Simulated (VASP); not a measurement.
**AlP: elastic constants with r2SCAN**

AlP:

```
CELL_PARAMETERS angstrom
0.00000 2.67841 2.67841
2.67841 0.00000 2.67841
2.67841 2.67841 0.00000
ATOMIC_POSITIONS crystal
Al 0.00000 0.00000 0.00000
P 0.75000 0.75000 0.75000
```

| Quantity | Value |
| --- | --- |
| Program | VASP 6.6.1 |
| Task | elastic constants |
| Functional | r2SCAN |
| Potentials or basis | VASP PAW PBE potentials, release 64 (Al, P) |
| Cutoff | 550 eV |
| k mesh | 8 × 8 × 8 |
| Occupations | gaussian, width 0.01 eV |
| Spin | no spin polarisation |
| Dipole correction | no |
| Ions in elastic constants | relaxed |
| Further INCAR settings | ALGO = Normal; EDIFF = 1e-08; IBRION = 6; POTIM = 0.015; NSW = 1; ISIF = 3 |

* Elastic constants C11, C12, C44: 155, 88, 70 GPa
* Voigt bulk modulus: 110 GPa
* Highest phonon frequency at Γ, LO-TO splitting left out: 475 cm⁻¹

Phonon frequencies in cm⁻¹ (negative: imaginary):
```csv
q point,frequencies
"(0.000, 0.000, 0.000)",-1 -1 -1 475 475 475
```

Elastic tensor in Voigt notation (GPa, in the Cartesian axes of the cell as first typed):
```
155  88  88   0   0   0
 88 155  88   0   0   0
 88  88 155   0   0   0
  0   0   0  70   0   0
  0   0   0   0  70   0
  0   0   0   0   0  70
```

Clamped-ion elastic tensor (GPa):
```
155  88  88   0   0   0
 88 155  88   0   0   0
 88  88 155   0   0   0
  0   0   0 112   0   0
  0   0   0   0 112   0
  0   0   0   0   0 112
```

Wall time 25 min on 1 thread of AMD EPYC 9R45 96-Core Processor (Zen 5) (shared host), peak memory 0.23 GiB.

Caveat: the cell is under stress, which shifts elastic constants; the PAW data sets were made with another functional, which shifts forces and pressure a little.
